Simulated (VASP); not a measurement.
# YbB2 (P6/mmm) in VASP: further runs

Runs on YbB2. Level: PBE. Tasks: single point.

All numbers are computed with VASP 6.6.1; they aren't measurements. Logs are shortened: lines on timing, memory, paths and dates and some standing lists are left out, and cuts for length are marked.

## 1. The cell of the first run

The structure is hexagonal, space group P6/mmm (No. 191). Conventional cell: a = 3.170 Å, b = 3.170 Å, c = 3.758 Å, α = 90.00°, β = 90.00°, γ = 120.00°. Yb (site symmetry 6/mmm) has 12 B at 2.62 Å and 6 Yb at 3.17 Å within 3.5 Å. B (site symmetry -6m2) has 3 B at 1.83 Å within 2.4 Å.

## 2. Single point, PBE

INCAR

```
  PREC = Accurate
  ENCUT = 520
  EDIFF = 1E-6
  ISMEAR = -1
  SIGMA = 0.1
  LREAL = F
  LASPH = T
  NELM = 80
  ALGO = Normal
  ISIF = 2
  LWAVE = F
  LCHARG = F
  GGA = PE
  NBANDS = 22
```

KPOINTS

```
Automatic mesh
0
Gamma
  10 10 7
```

POSCAR

```
YbB2
1.0
    3.1695228678      0.0000000000      0.0000000000
   -1.5847614339      2.7448873213      0.0000000000
    0.0000000000      0.0000000000      3.7576951148
Yb B
1 2
Direct
    0.0000000000      0.0000000000      0.0000000000
    0.3333333333      0.6666666667      0.5000000000
    0.6666666667      0.3333333333      0.5000000000
```

Potentials or basis: VASP PAW PBE potentials, release 64 (Yb, B).

On the command line:

```console
$ cat potpaw_PBE.64/Yb/POTCAR potpaw_PBE.64/B/POTCAR > POTCAR
$ mpirun -np 1 vasp_std > vasp.out
```

OUTCAR:

```text
PREC = Accurate
   ENCUT = 520
   EDIFF = 1E-6
   ISMEAR = -1
   LREAL = F
   LASPH = T
   NELM = 80
   ISIF = 2
   GGA = PE

 ion  position               nearest neighbor table
   1  0.000  0.000  0.000-   2 2.62   3 2.62   2 2.62   3 2.62   2 2.62   2 2.62   3 2.62   3 2.62
                             3 2.62   3 2.62   2 2.62   2 2.62
   2  0.333  0.667  0.500-   3 1.83   3 1.83   3 1.83   1 2.62   1 2.62   1 2.62   1 2.62   1 2.62
                             1 2.62
   3  0.667  0.333  0.500-   2 1.83   2 1.83   2 1.83   1 2.62   1 2.62   1 2.62   1 2.62   1 2.62
                             1 2.62

  LATTYP: Found a hexagonal cell.
 ALAT       =     3.1695228678
 C/A-ratio  =     1.1855712268

  Lattice vectors:

 A1 = (   3.1695228678,   0.0000000000,   0.0000000000)
 A2 = (  -1.5847614339,   2.7448873213,   0.0000000000)
 A3 = (   0.0000000000,   0.0000000000,   3.7576951148)

Analysis of symmetry for initial positions (statically):
=====================================================================
 Subroutine PRICEL returns:
 Original cell was already a primitive cell.

 Routine SETGRP: Setting up the symmetry group for a
 hexagonal supercell.

 Subroutine GETGRP returns: Found 24 space group operations
 (whereof 24 operations were pure point group operations)
 out of a pool of 24 trial point group operations.

The static configuration has the point symmetry D_6h.

Analysis of symmetry for dynamics (positions and initial velocities):
=====================================================================
 Subroutine PRICEL returns:
 Original cell was already a primitive cell.

 Routine SETGRP: Setting up the symmetry group for a
 hexagonal supercell.

 Subroutine GETGRP returns: Found 24 space group operations
 (whereof 24 operations were pure point group operations)
 out of a pool of 24 trial point group operations.

The dynamic configuration has the point symmetry D_6h.

 Subroutine INISYM returns: Found 24 space group operations
 (whereof 24 operations are pure point group operations),
 and found     1 'primitive' translations

----------------------------------------------------------------------------------------

                                     Primitive cell

  volume of cell :      32.6919

  direct lattice vectors                    reciprocal lattice vectors
     3.169522868  0.000000000  0.000000000     0.315504901  0.182156840  0.000000000
    -1.584761434  2.744887321  0.000000000     0.000000000  0.364313680  0.000000000
     0.000000000  0.000000000  3.757695115     0.000000000  0.000000000  0.266120579

  length of vectors
     3.169522868  3.169522868  3.757695115     0.364313680  0.364313680  0.266120579

  position of ions in fractional coordinates (direct lattice)
     0.000000000  0.000000000  0.000000000
     0.333333333  0.666666667  0.500000000
     0.666666667  0.333333333  0.500000000

  ion indices of the primitive-cell ions
   primitive index   ion index
                 1           1
                 2           2
                 3           3

----------------------------------------------------------------------------------------

 KPOINTS: Automatic mesh

Automatic generation of k-mesh.
 Grid dimensions read from file:
 generate k-points for:   10   10    7

 Generating k-lattice:

  Cartesian coordinates                     Fractional coordinates (reciprocal lattice)
     0.031550490  0.018215684  0.000000000     0.100000000  0.000000000  0.000000000
     0.000000000  0.036431368  0.000000000     0.000000000  0.100000000  0.000000000
     0.000000000  0.000000000  0.038017226     0.000000000  0.000000000  0.142857143

  Length of vectors
     0.036431368  0.036431368  0.038017226

  Shift w.r.t. Gamma in fractional coordinates (k-lattice)
     0.000000000  0.000000000  0.000000000

 Subroutine IBZKPT returns following result:
 ===========================================

 Found     56 irreducible k-points:

 Following reciprocal coordinates:
            Coordinates               Weight
  0.000000  0.000000  0.000000      1.000000
  0.100000  0.000000  0.000000      6.000000
  0.200000  0.000000  0.000000      6.000000
  0.300000  0.000000  0.000000      6.000000
  0.400000  0.000000  0.000000      6.000000
  0.500000  0.000000  0.000000      3.000000
[... 16 lines left out ...]
  0.300000  0.100000  0.142857     24.000000
  0.400000  0.100000  0.142857     24.000000
 [... further k-points ...]
   k-points           NKPTS =     56   k-points in BZ     NKDIM =     56   number of bands    NBANDS=     22
   number of dos      NEDOS =    301   number of ions     NIONS =      3
   total plane-waves  NPLWV =  16128
   dimension x,y,z NGX =    24 NGY =   24 NGZ =   28
   dimension x,y,z NGXF=    48 NGYF=   48 NGZF=   56
   ions per type =               1   2
   NGX,Y,Z   is equivalent  to a cutoff of  12.59, 12.59, 12.39 a.u.
   NGXF,Y,Z  is equivalent  to a cutoff of  25.18, 25.18, 24.78 a.u.
 SYSTEM =  unknown system
   PREC   = accura    normal or accurate (medium, high low for compatibility)
   ISTART =      0    job   : 0-new  1-cont  2-samecut
   ICHARG =      2    charge: 1-file 2-atom 10-const
   ISPIN  =      1    spin polarized calculation?
   LNONCOLLINEAR =      F non collinear calculations
   LSORBIT =      F    spin-orbit coupling
   LASPH  =      T    aspherical Exc in radial PAW
   ENCUT  =  520.0 eV  38.22 Ry    6.18 a.u.   5.89  5.89  6.99*2*pi/ulx,y,z
   NELM   =     80;   NELMIN=  2; NELMDL= -5     # of ELM steps
   EDIFF  = 0.1E-05   stopping-criterion for ELM
   LREAL  =      F    real-space projection
   EDIFFG = 0.1E-04   stopping-criterion for IOM
   NSW    =      0    number of steps for IOM
   IBRION =     -1    ionic relax: 0-MD 1-quasi-New 2-CG
   NFREE  =      0    steps in history (QN), initial steepest desc. (CG)
   ISIF   =      2    stress and relaxation
   ISYM   =      2    0-nonsym 1-usesym 2-fastsym
   POTIM  = 0.5000    time-step for ionic-motion
   TEBEG  =    0.0;   TEEND  =   0.0 temperature during run
   PSTRESS=    0.0 pullay stress
   NELECT =      30.0000    total number of electrons
   NUPDOWN=      -1.0000    fix difference up-down
   EMIN   =  10.00;   EMAX   =-10.00  energy-range for DOS
   EFERMI =   0.00;   METHOD = LEGACY
   ISMEAR =    -1;   SIGMA  =   0.10  broadening in eV -4-tet -1-fermi 0-gaus
   EFERMI_NEDOS =   21; number of points for ismear=-14 and -15
   IALGO  =     38    algorithm
   IMIX   =      4    mixing-type and parameters
     AMIX     =   0.40;   BMIX     =  1.00
     AMIX_MAG =   1.60;   BMIX_MAG =  1.00
  volume/ion in A,a.u.               =      10.90        73.54
  Fermi-wavevector in a.u.,A,eV,Ry     =   1.590872  3.006312 34.434632  2.530874
  Thomas-Fermi vector in A             =   2.689500
   LORBIT       =      0    0 simple, 1 ext, 2 COOP (PROOUT), +10 PAW based schemes
   GGA     = PE    functional components
   LHFCALC =     F    Hartree Fock is set to
   AEXX    =    0.0000 exact exchange contribution
   IVDW    =     0    specifies the selected vdW correction
   LEPSILON=     F    determine dielectric tensor
   LRPA    =     F    only Hartree local field effects (RPA)
 non-spin polarized calculation
  energy-cutoff  :      520.00
  volume of cell :       32.69
 maximum number of plane-waves:       896
 NGX is ok and might be reduce to    24
   NGX = 11   NGY = 11   NGZ = 13

 number of electron      30.0000007 magnetization

 Free energy of the ion-electron system (eV)
  ---------------------------------------------------
  ext. energy  EPLUGINS =         0.00000000
  ---------------------------------------------------
  free energy    TOTEN  =       -18.13001469 eV

  energy without entropy =      -17.99625533  energy(sigma->0) =      -18.06313501

 E-fermi :   4.3948     XC(G=0): -12.5306

 val. band max:        4.3879652785   @ k =   0.5000   0.0000   0.0000
 cond. band min:       4.3963323323   @ k =   0.0000   0.0000   0.0000
 fundamental gap:      0.0083670538
 Fermi energy:         4.3948022775

 k-point     1 :       0.0000    0.0000    0.0000
  band No.  band energies     occupation
      1     -46.5512      2.00000
      2     -18.7713      2.00000
      3     -18.2892      2.00000
      4     -18.2892      2.00000
      5      -6.9828      2.00000
      6       2.7110      2.00000
[... 14 lines left out ...]
     21      11.4617      0.00000
     22      12.0420      0.00000

 k-point     2 :       0.1000    0.0000    0.0000
  band No.  band energies     occupation
      1     -46.5429      2.00000
      2     -18.7492      2.00000
      3     -18.4137      2.00000
      4     -18.3151      2.00000
      5      -6.7678      2.00000
      6       2.6548      2.00000
[... 14 lines left out ...]
     21      11.9165      0.00000
     22      12.3921      0.00000

 k-point     3 :       0.2000    0.0000    0.0000
  band No.  band energies     occupation
      1     -46.5211      2.00000
      2     -18.7251      2.00000
      3     -18.6907      2.00000
      4     -18.3822      2.00000
      5      -6.1648      2.00000
      6       1.7827      2.00000
[... 14 lines left out ...]
     21      11.9916      0.00000
     22      13.8083      0.00000

 k-point     4 :       0.3000    0.0000    0.0000
  band No.  band energies     occupation
      1     -46.4940      2.00000
      2     -19.0851      2.00000
      3     -18.6175      2.00000
      4     -18.4638      2.00000
      5      -5.2601      2.00000
      6       0.2211      2.00000
[... 14 lines left out ...]
     21      11.9465      0.00000
     22      15.2633      0.00000

 k-point     5 :       0.4000    0.0000    0.0000
  band No.  band energies     occupation
      1     -46.4719      2.00000
      2     -19.3594      2.00000
      3     -18.5573      2.00000
      4     -18.5288      2.00000
      5      -4.1281      2.00000
      6      -1.3304      2.00000
[... 417 lines left out ...]
 k-point    22 :       0.2000    0.1000    0.1429
  band No.  band energies     occupation
      1     -46.5023      2.00000
      2     -18.9282      2.00000
      3     -18.6948      2.00000
      4     -18.4630      2.00000
      5      -5.4112      2.00000
      6       0.9178      2.00000
[... 14 lines left out ...]
     21      13.3063      0.00000
     22      13.4522      0.00000

 k-point    23 :       0.3000    0.1000    0.1429
  band No.  band energies     occupation
      1     -46.4777      2.00000
      2     -19.2198      2.00000
      3     -18.6239      2.00000
      4     -18.5582      2.00000
      5      -4.4709      2.00000
      6      -0.5755      2.00000
[... 14 lines left out ...]
     21      13.9277      0.00000
     22      14.6051      0.00000

 k-point    24 :       0.4000    0.1000    0.1429
  band No.  band energies     occupation
      1     -46.4625      2.00000
      2     -19.3927      2.00000
      3     -18.6166      2.00000
      4     -18.5790      2.00000
      5      -3.3422      2.00000
      6      -2.0073      2.00000
[... 14 lines left out ...]
     21      14.6251      0.00000
     22      15.1908      0.00000

 [... further k-points ...]

------------------------ aborting loop because EDIFF is reached ----------------------------------------

  FORCE on cell =-STRESS in cart. coord.  units (eV):
  Direction    XX          YY          ZZ          XY          YZ          ZX
  --------------------------------------------------------------------------------------
  -------------------------------------------------------------------------------------
  Total       12.8749946     12.8749946     13.3509533      0.0000000     -0.0000000      0.0000000
  in kB      630.9830434    630.9830433    654.3090218      0.0000000     -0.0000000      0.0000000
  external PRESSURE =     638.7583695 kB  Pullay stress =       0.0000000 kB

 VOLUME and BASIS-vectors are now :
 -----------------------------------------------------------------------------
  energy-cutoff  :      520.00
  volume of cell :       32.69
      direct lattice vectors                 reciprocal lattice vectors
     3.169522868  0.000000000  0.000000000     0.315504901  0.182156840  0.000000000
    -1.584761434  2.744887321  0.000000000     0.000000000  0.364313680  0.000000000
     0.000000000  0.000000000  3.757695115     0.000000000  0.000000000  0.266120579

 POSITION                                       TOTAL-FORCE (eV/Angst)
 -----------------------------------------------------------------------------------
      0.00000      0.00000      0.00000         0.000000      0.000000     -0.000000
     -0.00000      1.82992      1.87885         0.000000      0.000000      0.000000
      1.58476      0.91496      1.87885        -0.000000     -0.000000     -0.000000
 -----------------------------------------------------------------------------------
    total drift:                                0.000000      0.000000     -0.000000

  FREE ENERGIE OF THE ION-ELECTRON SYSTEM (eV)
  ---------------------------------------------------
  free  energy   TOTEN  =       -18.1300146851 eV

  energy  without entropy=      -17.9962553299  energy(sigma->0) =      -18.06313501
```

Run time: 2.1 min. Hardware: 1 thread of Intel Xeon 8259CL, shared host; peak memory 0.19 GiB.

What came out:

| Item | Value |
| --- | --- |
| Free energy | -18.1300 eV |
| Pressure | 63.9 GPa |
| Band gap on the k mesh | zero (bands 15 and 16 overlap by 1.31 eV) |

Stress tensor (GPa, compression positive):
```
63.10  0.00  0.00
 0.00 63.10  0.00
 0.00  0.00 65.43
```

Caveat: the cell stands under pressure; spin-orbit coupling is left out, which moves the levels of the heavy elements. Spin polarisation is off, so any magnetic state and its effect on volume and gap are missing.

## 3. Single point, PBE

This run uses another cell than the first one, of 11.22 Å³/atom.

INCAR

```
PREC = Accurate
ENCUT = 520
EDIFF = 1E-6
ISMEAR = -1
SIGMA = 0.1
LREAL = False
LASPH = True
NELM = 60
ALGO = Normal
ISIF = 2
LWAVE = False
LCHARG = False
GGA = PE
NBANDS = 22
```

KPOINTS is that of step 2.

POSCAR

```
YbB2
1.0
    3.1987946654      0.0000000000      0.0000000000
   -1.5993973327      2.7702374418      0.0000000000
    0.0000000000      0.0000000000      3.7982201901
Yb B
1 2
Direct
    0.0000000000      0.0000000000      0.0000000000
    0.3333333333      0.6666666667      0.5000000000
    0.6666666667      0.3333333333      0.5000000000
```

Potentials or basis: VASP PAW PBE potentials, release 64 (Yb, B).

On the command line:

```console
$ cat potpaw_PBE.64/Yb/POTCAR potpaw_PBE.64/B/POTCAR > POTCAR
$ mpirun -np 1 vasp_std > vasp.out
```

Run time: 3.7 min. Hardware: 1 thread of Intel Xeon 8259CL, shared host; peak memory 0.19 GiB.

It converged, with:

| Quantity | Value |
| --- | --- |
| Free energy | -18.1761 eV |
| Pressure | 5.0 GPa |
| Band gap on the k mesh | zero (bands 15 and 16 overlap by 1.27 eV) |

Stress tensor (GPa, compression positive):
```
4.99 0.00 0.00
0.00 4.99 0.00
0.00 0.00 5.14
```

Levels at points of the mesh, in eV from the Fermi level:
```
           k point  band 11  band 12  band 13  band 14  band 15  band 16  band 17  band 18  band 19  band 20
(0.00, 0.00, 0.00)    -0.51    -0.45    -0.43    -0.37    -0.37    -0.03     6.60     6.60     6.73     6.94
(0.50, 0.00, 0.00)    -0.56    -0.47    -0.45    -0.40    -0.03     0.02     3.66     5.90     7.10     7.93
```

Caveat: the cell stands under pressure; spin-orbit coupling is left out, which moves the levels of the heavy elements.

## 4. Single point, PBE

This run uses another cell than the first one, of 11.44 Å³/atom.

INCAR

```
PREC = Accurate ; ENCUT = 520
EDIFF = 1E-6 ; ISMEAR = -1
SIGMA = 0.1 ; LREAL = F
LASPH = T ; NELM = 80
ALGO = Normal ; ISIF = 2
LWAVE = F ; LCHARG = F
GGA = PE ; NBANDS = 22
```

KPOINTS

```
regular mesh
0
Gamma
  10 10 7
```

POSCAR

```
YbB2
1.0
    3.2179562271      0.0000000000      0.0000000000
   -1.6089781135      2.7868318409      0.0000000000
    0.0000000000      0.0000000000      3.8255506055
Yb B
1 2
Direct
    0.0000000000      0.0000000000      0.0000000000
    0.3333333333      0.6666666667      0.5000000000
    0.6666666667      0.3333333333      0.5000000000
```

On the command line:

```console
$ cat potpaw_PBE.64/Yb/POTCAR potpaw_PBE.64/B/POTCAR > POTCAR
$ mpirun -np 1 vasp_std > vasp.out
```

Run time: 2.7 min. Hardware: 1 thread of Intel Xeon 8259CL, shared host; peak memory 0.19 GiB.

It converged, with:

```
Free energy            : -18.1921 eV
Pressure               : 2.7 GPa
Band gap on the k mesh : zero (bands 15 and 16 overlap by 1.26 eV)
```

Stress tensor (GPa, compression positive):
```
2.71 0.00 0.00
0.00 2.71 0.00
0.00 0.00 2.82
```

Levels at points of the mesh, in eV from the Fermi level:
```csv
k point,band 12,band 13,band 14,band 15,band 16,band 17,band 18,band 19
"(0.00, 0.00, 0.00)",-0.44,-0.43,-0.35,-0.35,-0.05,6.50,6.50,6.57
"(0.50, 0.00, 0.00)",-0.47,-0.44,-0.40,-0.04,0.06,3.60,5.85,6.93
```

Caveat: spin-orbit coupling is left out, which moves the levels of the heavy elements.

(Part 1 of 2 ends here.)

The gap in the log of VASP goes by the Fermi energy; the results here count the filled bands.